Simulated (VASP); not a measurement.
# MgB2 (pbe) (P6/mmm) in VASP: notebook

MgB2 (pbe) is run at these levels: PBE; tasks: single point, relaxation of cell and atoms.

All numbers are computed with VASP 6.6.1; they aren't measurements. Logs are shortened: lines on timing, memory, paths and dates and some standing lists are left out, and cuts for length are marked.

## 1. The cell of the first run

Symmetry: P6/mmm, No. 191, hexagonal system. Conventional cell: a = 3.063 Å, b = 3.063 Å, c = 3.521 Å, α = 90.00°, β = 90.00°, γ = 120.00°. Within 3.3 Å of Mg (site symmetry 6/mmm) lie 12 B at 2.50 Å and 6 Mg at 3.06 Å. Within 2.3 Å of B (site symmetry -6m2) lie 3 B at 1.77 Å.

## 2. Single point, PBE

File INCAR:

```
PREC     = Accurate       # precision mode
ENCUT    = 600            # plane-wave cutoff, eV
EDIFF    = 1E-6           # SCF threshold, eV
ISMEAR   = 0              # smearing method
SIGMA    = 0.1            # smearing width, eV
LREAL    = False          # projectors in reciprocal space
LASPH    = True           # aspherical terms in the spheres
NELM     = 120            # most SCF steps
ALGO     = Normal         # electronic algorithm
ISIF     = 2              # what is computed and relaxed
LWAVE    = False          # write WAVECAR
LCHARG   = False          # write CHGCAR
GGA      = PE             # functional
NBANDS   = 11             # bands
GGA_COMPAT= False
```

File KPOINTS:

```
regular mesh
0
Gamma
  6 6 6
```

File POSCAR:

```
MgB2
1.0
    3.0627620600      0.0000000000      0.0000000000
   -1.5313810300      2.6524297500      0.0000000000
    0.0000000000      0.0000000000      3.5208704800
Mg B
1 2
Direct
    0.0000000000      0.0000000000      0.0000000000
    0.6666666700      0.3333333300      0.5000000000
    0.3333333300      0.6666666700      0.5000000000
```

Potentials or basis: VASP PAW PBE potentials, release 64 (Mg, B).

The run is started by

```sh
> cat potpaw_PBE.64/Mg/POTCAR potpaw_PBE.64/B/POTCAR > POTCAR
> mpirun -np 1 vasp_std > vasp.out
```

OUTCAR:

```text
PREC = Accurate
   ENCUT = 600
   EDIFF = 1E-6
   ISMEAR = 0
   LREAL = False
   LASPH = True
   NELM = 120
   ISIF = 2
   GGA = PE

 ion  position               nearest neighbor table
   1  0.000  0.000  0.000-   2 2.50   3 2.50   2 2.50   3 2.50   2 2.50   2 2.50   3 2.50   3 2.50
                             2 2.50   2 2.50   3 2.50   3 2.50
   2  0.667  0.333  0.500-   3 1.77   3 1.77   3 1.77   1 2.50   1 2.50   1 2.50   1 2.50   1 2.50
                             1 2.50
   3  0.333  0.667  0.500-   2 1.77   2 1.77   2 1.77   1 2.50   1 2.50   1 2.50   1 2.50   1 2.50
                             1 2.50

  LATTYP: Found a hexagonal cell.
 ALAT       =     3.0627620600
 C/A-ratio  =     1.1495736238

  Lattice vectors:

 A1 = (   3.0627620600,   0.0000000000,   0.0000000000)
 A2 = (  -1.5313810300,   2.6524297500,   0.0000000000)
 A3 = (   0.0000000000,   0.0000000000,   3.5208704800)

Analysis of symmetry for initial positions (statically):
=====================================================================
 Subroutine PRICEL returns:
 Original cell was already a primitive cell.

 Routine SETGRP: Setting up the symmetry group for a
 hexagonal supercell.

 Subroutine GETGRP returns: Found 24 space group operations
 (whereof 24 operations were pure point group operations)
 out of a pool of 24 trial point group operations.

The static configuration has the point symmetry D_6h.

Analysis of symmetry for dynamics (positions and initial velocities):
=====================================================================
 Subroutine PRICEL returns:
 Original cell was already a primitive cell.

 Routine SETGRP: Setting up the symmetry group for a
 hexagonal supercell.

 Subroutine GETGRP returns: Found 24 space group operations
 (whereof 24 operations were pure point group operations)
 out of a pool of 24 trial point group operations.

The dynamic configuration has the point symmetry D_6h.

 Subroutine INISYM returns: Found 24 space group operations
 (whereof 24 operations are pure point group operations),
 and found     1 'primitive' translations

----------------------------------------------------------------------------------------

                                     Primitive cell

  volume of cell :      28.6027

  direct lattice vectors                    reciprocal lattice vectors
     3.062762060  0.000000000  0.000000000     0.326502673  0.188506406  0.000000000
    -1.531381030  2.652429750  0.000000000     0.000000000  0.377012812  0.000000000
     0.000000000  0.000000000  3.520870480     0.000000000  0.000000000  0.284020672

  length of vectors
     3.062762060  3.062762060  3.520870480     0.377012813  0.377012812  0.284020672

  position of ions in fractional coordinates (direct lattice)
     0.000000000  0.000000000  0.000000000
     0.666666670  0.333333330  0.500000000
     0.333333330  0.666666670  0.500000000

  ion indices of the primitive-cell ions
   primitive index   ion index
                 1           1
                 2           2
                 3           3

----------------------------------------------------------------------------------------

 KPOINTS: regular mesh

Automatic generation of k-mesh.
 Grid dimensions read from file:
 generate k-points for:    6    6    6

 Generating k-lattice:

  Cartesian coordinates                     Fractional coordinates (reciprocal lattice)
     0.054417112  0.031417734  0.000000000     0.166666667 -0.000000000  0.000000000
     0.000000000  0.062835469  0.000000000     0.000000000  0.166666667  0.000000000
     0.000000000  0.000000000  0.047336779     0.000000000  0.000000000  0.166666667

  Length of vectors
     0.062835469  0.062835469  0.047336779

  Shift w.r.t. Gamma in fractional coordinates (k-lattice)
     0.000000000  0.000000000  0.000000000

 Subroutine IBZKPT returns following result:
 ===========================================

 Found     28 irreducible k-points:

 Following reciprocal coordinates:
            Coordinates               Weight
  0.000000  0.000000  0.000000      1.000000
  0.166667 -0.000000  0.000000      6.000000
  0.333333 -0.000000  0.000000      6.000000
  0.500000 -0.000000  0.000000      3.000000
  0.166667  0.166667  0.000000      6.000000
  0.333333  0.166667  0.000000     12.000000
[... 16 lines left out ...]
  0.166667 -0.000000  0.500000      6.000000
  0.333333 -0.000000  0.500000      6.000000
 [... further k-points ...]
   k-points           NKPTS =     28   k-points in BZ     NKDIM =     28   number of bands    NBANDS=     11
   number of dos      NEDOS =    301   number of ions     NIONS =      3
   total plane-waves  NPLWV =  16128
   dimension x,y,z NGX =    24 NGY =   24 NGZ =   28
   dimension x,y,z NGXF=    48 NGYF=   48 NGZF=   56
   ions per type =               1   2
   NGX,Y,Z   is equivalent  to a cutoff of  13.03, 13.03, 13.22 a.u.
   NGXF,Y,Z  is equivalent  to a cutoff of  26.05, 26.05, 26.44 a.u.
 SYSTEM =  unknown system
   PREC   = accura    normal or accurate (medium, high low for compatibility)
   ISTART =      0    job   : 0-new  1-cont  2-samecut
   ICHARG =      2    charge: 1-file 2-atom 10-const
   ISPIN  =      1    spin polarized calculation?
   LNONCOLLINEAR =      F non collinear calculations
   LSORBIT =      F    spin-orbit coupling
   LASPH  =      T    aspherical Exc in radial PAW
   ENCUT  =  600.0 eV  44.10 Ry    6.64 a.u.   6.12  6.12  7.03*2*pi/ulx,y,z
   NELM   =    120;   NELMIN=  2; NELMDL= -5     # of ELM steps
   EDIFF  = 0.1E-05   stopping-criterion for ELM
   LREAL  =      F    real-space projection
   EDIFFG = 0.1E-04   stopping-criterion for IOM
   NSW    =      0    number of steps for IOM
   IBRION =     -1    ionic relax: 0-MD 1-quasi-New 2-CG
   NFREE  =      0    steps in history (QN), initial steepest desc. (CG)
   ISIF   =      2    stress and relaxation
   ISYM   =      2    0-nonsym 1-usesym 2-fastsym
   POTIM  = 0.5000    time-step for ionic-motion
   TEBEG  =    0.0;   TEEND  =   0.0 temperature during run
   PSTRESS=    0.0 pullay stress
   NELECT =       8.0000    total number of electrons
   NUPDOWN=      -1.0000    fix difference up-down
   EMIN   =  10.00;   EMAX   =-10.00  energy-range for DOS
   EFERMI =   0.00;   METHOD = LEGACY
   ISMEAR =     0;   SIGMA  =   0.10  broadening in eV -4-tet -1-fermi 0-gaus
   EFERMI_NEDOS =   21; number of points for ismear=-14 and -15
   IALGO  =     38    algorithm
   IMIX   =      4    mixing-type and parameters
     AMIX     =   0.40;   BMIX     =  1.00
     AMIX_MAG =   1.60;   BMIX_MAG =  1.00
  volume/ion in A,a.u.               =       9.53        64.34
  Fermi-wavevector in a.u.,A,eV,Ry     =   1.070621  2.023180 15.595397  1.146229
  Thomas-Fermi vector in A             =   2.206337
   LORBIT       =      0    0 simple, 1 ext, 2 COOP (PROOUT), +10 PAW based schemes
   GGA     = PE    functional components
   LHFCALC =     F    Hartree Fock is set to
   AEXX    =    0.0000 exact exchange contribution
   IVDW    =     0    specifies the selected vdW correction
   LEPSILON=     F    determine dielectric tensor
   LRPA    =     F    only Hartree local field effects (RPA)
 non-spin polarized calculation
 Gauss-broadening in eV      SIGMA  =   0.10
  energy-cutoff  :      600.00
  volume of cell :       28.60
 maximum number of plane-waves:       972
   NGX = 13   NGY = 13   NGZ = 15

 number of electron       8.0000000 magnetization

 Free energy of the ion-electron system (eV)
  ---------------------------------------------------
  ext. energy  EPLUGINS =         0.00000000
  ---------------------------------------------------
  free energy    TOTEN  =       -15.32962550 eV

  energy without entropy =      -15.32632619  energy(sigma->0) =      -15.32797585

 E-fermi :   5.4103     XC(G=0): -10.9650

 val. band max:        5.2234018375   @ k =   0.1667  -0.0000   0.5000
 cond. band min:       5.4110065542   @ k =   0.3333   0.1667   0.0000
 fundamental gap:      0.1876047167
 Fermi energy:         5.4102665430

 k-point     1 :       0.0000    0.0000    0.0000
  band No.  band energies     occupation
      1      -7.1179      2.00000
      2       2.3475      2.00000
      3       5.8119      0.00000
      4       5.8119      0.00000
      5       6.9441      0.00000
      6      11.8339      0.00000
      7      11.8339      0.00000
      8      13.7278      0.00000
      9      15.4937      0.00000
     10      18.2954      0.00000
     11      21.6064      0.00000

 k-point     2 :       0.1667   -0.0000    0.0000
  band No.  band energies     occupation
      1      -6.6305      2.00000
      2       2.8229      2.00000
      3       3.7495      2.00000
      4       4.8878      2.00000
      5       7.3922      0.00000
      6      11.3637      0.00000
      7      13.7374      0.00000
      8      13.8704      0.00000
      9      14.5901      0.00000
     10      20.0915      0.00000
     11      20.4287      0.00000

 k-point     3 :       0.3333   -0.0000    0.0000
  band No.  band energies     occupation
      1      -5.1929      2.00000
      2       0.2957      2.00000
      3       3.6904      2.00000
      4       4.1826      2.00000
      5       8.5996      0.00000
      6      10.5025      0.00000
      7      10.6170      0.00000
      8      14.0858      0.00000
      9      17.5751      0.00000
     10      18.6506      0.00000
     11      19.9034      0.00000
[... 267 lines left out ...]
 k-point    23 :       0.1667   -0.0000    0.5000
  band No.  band energies     occupation
      1      -5.3936      2.00000
      2      -1.5931      2.00000
      3       4.2909      2.00000
      4       5.2234      1.99177
      5      10.6558      0.00000
      6      12.0250      0.00000
      7      14.1092      0.00000
      8      15.6549      0.00000
      9      16.1400      0.00000
     10      16.6652      0.00000
     11      16.9965      0.00000

 k-point    24 :       0.3333   -0.0000    0.5000
  band No.  band energies     occupation
      1      -4.0763      2.00000
      2       0.0049      2.00000
      3       1.0471      2.00000
      4       3.9880      2.00000
      5       6.6812      0.00000
      6      11.4887      0.00000
      7      14.8384      0.00000
      8      14.9138      0.00000
      9      17.2589      0.00000
     10      18.1434      0.00000
     11      19.1316      0.00000

 [... further k-points ...]

------------------------ aborting loop because EDIFF is reached ----------------------------------------

  FORCE on cell =-STRESS in cart. coord.  units (eV):
  Direction    XX          YY          ZZ          XY          YZ          ZX
  --------------------------------------------------------------------------------------
  -------------------------------------------------------------------------------------
  Total        0.5449451      0.5449451     -0.3119619     -0.0000000      0.0000000      0.0000000
  in kB       30.5250313     30.5250313    -17.4745067     -0.0000000      0.0000000      0.0000000
  external PRESSURE =      14.5251853 kB  Pullay stress =       0.0000000 kB

 VOLUME and BASIS-vectors are now :
 -----------------------------------------------------------------------------
  energy-cutoff  :      600.00
  volume of cell :       28.60
      direct lattice vectors                 reciprocal lattice vectors
     3.062762060  0.000000000  0.000000000     0.326502673  0.188506406  0.000000000
    -1.531381030  2.652429750  0.000000000     0.000000000  0.377012812  0.000000000
     0.000000000  0.000000000  3.520870480     0.000000000  0.000000000  0.284020672

 POSITION                                       TOTAL-FORCE (eV/Angst)
 -----------------------------------------------------------------------------------
      0.00000      0.00000      0.00000         0.000000      0.000000      0.000000
      1.53138      0.88414      1.76044         0.000000      0.000000      0.000000
     -0.00000      1.76829      1.76044        -0.000000      0.000000     -0.000000
 -----------------------------------------------------------------------------------
    total drift:                               -0.000000      0.000000      0.000000

  FREE ENERGIE OF THE ION-ELECTRON SYSTEM (eV)
  ---------------------------------------------------
  free  energy   TOTEN  =       -15.3296255032 eV

  energy  without entropy=      -15.3263261878  energy(sigma->0) =      -15.32797585
```

Wall time 4.6 s (1 thread of AMD EPYC 9R45 (Zen 5), shared host); peak memory 0.12 GiB.

What came out:

```yaml
Free_energy: -15.3296 eV
Pressure: 1.5 GPa
Band_gap_on_the_k_mesh: zero (band 4 reaches 7.16 eV, above the bottom of band 5 at 3.34 eV)
```

Caveat: the k points lie up to 0.39 Å⁻¹ apart.

## 3. Single point, PBE

This run uses another cell than the first one, of 9.63 Å³/atom, 1.010 times its volume.

File INCAR:

```
SYSTEM = MgB2
  PREC = Accurate
  ENCUT = 600
  EDIFF = 1E-6
  ISMEAR = 0
  SIGMA = 0.1
  LREAL = .False.
  LASPH = .True.
  NELM = 120
  ALGO = Normal
  ISIF = 2
  LWAVE = .False.
  LCHARG = .False.
  GGA = PE
  NBANDS = 11
  GGA_COMPAT = .False.
```

File KPOINTS:

```
regular mesh
0
Gamma
  15 15 12
  0 0 0
```

File POSCAR:

```
MgB2
1.0
    3.0726173629      0.0000000000      0.0000000000
   -1.5363086814      2.6609646923      0.0000000000
    0.0000000000      0.0000000000      3.5322801011
Mg B
1 2
Direct
    0.0000000000      0.0000000000      0.0000000000
    0.6666666667      0.3333333333      0.5000000000
    0.3333333333      0.6666666667      0.5000000000
```

Potentials or basis: VASP PAW PBE potentials, release 64 (Mg, B).

The run is started by

```sh
> cat potpaw_PBE.64/Mg/POTCAR potpaw_PBE.64/B/POTCAR > POTCAR
> mpirun -np 1 vasp_std > vasp.out
```

Run time: 30 s. Hardware: 1 thread of AMD EPYC 9R45 (Zen 5), shared host; peak memory 0.18 GiB.

Results (log left out):

```
Free energy            : -15.3271 eV
Pressure               : -0.3 GPa
Band gap on the k mesh : zero (band 4 reaches 7.07 eV, above the bottom of band 5 at 3.30 eV)
```

Stress tensor (GPa, compression positive):
```
-0.18  0.00  0.00
 0.00 -0.18  0.00
 0.00  0.00 -0.41
```

Levels at points of the mesh, in eV from the Fermi level:
```
           k point  band 1  band 2  band 3  band 4  band 5  band 6  band 7  band 8  band 9
(0.00, 0.00, 0.00)  -12.44   -3.00    0.40    0.40    1.57    6.40    6.40    8.25   10.03
(0.00, 0.00, 0.50)  -11.19   -7.45    0.77    0.77    6.72    6.72    8.06    9.84   10.01
```

## 4. Relaxation of cell and atoms, PBE

File INCAR:

```
SYSTEM = MgB2
PREC = Accurate
ENCUT = 600
EDIFF = 1E-7
ISMEAR = 0
SIGMA = 0.1
LREAL = .False.
LASPH = .True.
NELM = 120
ALGO = Normal
ISIF = 3
LWAVE = .False.
LCHARG = .False.
GGA = PE
IBRION = 2
NSW = 100
EDIFFG = -0.002
GGA_COMPAT = .False.
NELMIN = 4
```

KPOINTS is that of step 3.

File POSCAR:

```
MgB2
1.0
    3.0627620600      0.0000000000      0.0000000000
   -1.5313810300      2.6524297500      0.0000000000
    0.0000000000      0.0000000000      3.5208704800
Mg B
1 2
Direct
    0.0000000000      0.0000000000      0.0000000000
    0.6666666700      0.3333333300      0.5000000000
    0.3333333300      0.6666666700      0.5000000000
```

The run is started by

```sh
> cat potpaw_PBE.64/Mg/POTCAR potpaw_PBE.64/B/POTCAR > POTCAR
> mpirun -np 1 vasp_std > vasp.out
```

It took 47 s on 1 thread of AMD EPYC 9R45 (Zen 5), shared host; peak memory 0.17 GiB.

The run converged. Its results:

```yaml
Free_energy: -15.3271 eV
Relaxed_volume: 9.61 Å³/atom
Relaxed_cell: a = 3.072 Å, b = 3.072 Å, c = 3.527 Å, α = 90.00°, β = 90.00°, γ = 120.00°
Space_group_after_relaxing_to_0.05_Å: P6/mmm (No. 191)
Energy_gained_by_relaxing: 0.3 meV/atom
Ionic_steps: 5
Pressure_after_relaxing: 0.0 GPa
Band_gap_on_the_k_mesh: zero (band 4 reaches 7.09 eV, above the bottom of band 5 at 3.31 eV)
```

Step by step:
```
step  energy change (eV)  largest force (eV/Å)  pressure (GPa)  volume (Å³)
   1              0.0000                0.0000            1.25        28.60
   2             -0.0007                0.0000           -0.50        28.91
   3             -0.0009                0.0000            0.02        28.82
   4             -0.0009                0.0000            0.00        28.82
   5             -0.0009                0.0000           -0.01        28.83
```

Final structure:
```xyz
3
Lattice="3.0721 0.0000 0.0000 -1.5360 2.6605 0.0000 0.0000 0.0000 3.5268" Properties=species:S:1:pos:R:3 pbc="T T T"
Mg   -1.5360    2.6605    0.0000
B     1.5360    0.8868    1.7634
B     0.0000    1.7737    1.7634
```

Levels at points of the mesh, in eV from the Fermi level:
| k point | band 1 | band 2 | band 3 | band 4 | band 5 | band 6 | band 7 | band 8 |
| --- | --- | --- | --- | --- | --- | --- | --- | --- |
| (0.00, 0.00, 0.00) | -12.45 | -2.99 | 0.40 | 0.40 | 1.60 | 6.39 | 6.39 | 8.25 |
| (0.00, 0.00, 0.50) | -11.19 | -7.46 | 0.77 | 0.77 | 6.71 | 6.71 | 8.06 | 9.90 |

## 5. Overview

```csv
task,cell,k mesh,gap on the mesh (eV),pressure (GPa)
single point,"a = 3.063, b = 3.063, c = 3.521 Å, angles 90.0, 90.0, 120.0°, 3 atoms",6 × 6 × 6,none,1.5
single point,"a = 3.073, b = 3.073, c = 3.532 Å, angles 90.0, 90.0, 120.0°, 3 atoms",15 × 15 × 12,none,-0.3
relaxation of cell and atoms,"relaxed from a = 3.063, b = 3.063, c = 3.521 Å, angles 90.0, 90.0, 120.0°, 3 atoms",15 × 15 × 12,none,0.0
```

Alike in all rows: level PBE; potentials or basis VASP PAW PBE potentials, release 64 (Mg, B); no spin polarisation; cutoff (eV) 600; smearing gaussian 0.1 eV.

Caveats: some runs use coarse meshes.

Total energies depend on the potentials used, so only differences within one code and one set of settings carry meaning.
